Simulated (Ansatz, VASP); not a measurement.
## Ca: VASP beside Ansatz

Contents of INCAR:

```
SYSTEM = Ca
PREC     = Accurate       ! precision mode
ENCUT    = 520            ! plane-wave cutoff, eV
EDIFF    = 1E-8           ! SCF threshold, eV
ISMEAR   = -1             ! smearing method
SIGMA    = 0.05           ! smearing width, eV
LREAL    = .FALSE.        ! projectors in reciprocal space
LASPH    = .TRUE.         ! aspherical terms in the spheres
NELM     = 60             ! most SCF steps
ALGO     = Normal         ! electronic algorithm
ISIF     = 2              ! what is computed and relaxed
LWAVE    = .FALSE.        ! write WAVECAR
LCHARG   = .FALSE.        ! write CHGCAR
GGA      = PS             ! functional
LEFG     = .TRUE.       
NBANDS   = 11             ! bands
```

KPOINTS

```
Automatic mesh
0
G
  11 11 11
  0 0 0
```

Contents of POSCAR:

```
Ca
1.0
    0.0000000000      2.7942000000      2.7383160000
    2.7942000000      0.0000000000      2.7383160000
    2.7942000000      2.7942000000      0.0000000000
Ca
1
Direct
    0.0000000000      0.0000000000      0.0000000000
```

Input for Ansatz:

```yaml
crystal:
  lattice:
    - [0.0, 2.7942, 2.738316]
    - [2.7942, 0.0, 2.738316]
    - [2.7942, 2.7942, 0.0]
  atoms:
    - { symbol: Ca, position: [0.0, 0.0, 0.0] }
kpoints:
  mp_grid: { grid: [11, 11, 11] }
scf:
  occupations: { method: fermi_dirac, width: 0.05 }
hamiltonian:
  xc: pbesol
  pseudopotentials: { kind: all_electron, datasets: crystal }
output:
  forces: true
  stress: true
  eigenvalues: true
  efg: { contact_densities: true }
```

Change from the starting cell: zz strain of -2 %, crystal datasets.

Alike in both runs: task electric field gradients; functional PBEsol; k mesh 11 × 11 × 11; occupations fermi-dirac, width 0.05 eV; no spin polarisation.

```csv
,VASP,Ansatz
version,VASP 6.6.1,Ansatz 0.2.0
potentials or method,"VASP PAW PBE potentials, release 64 (Ca_sv), cutoff 520 eV","all-electron PAW with datasets made for the crystal, scalar-relativistic"
```

|  | VASP | Ansatz | Ansatz less VASP |
| --- | --- | --- | --- |
| pressure (GPa) | -0.9 | -0.9 | -0.01 |
| traceless stress, the component that is largest in VASP (GPa) | 0.09 | 0.09 | -0.001 |

VASP's potentials were made for PBE, not for PBEsol. Ansatz ran all-electron here, and VASP with PAW potentials.
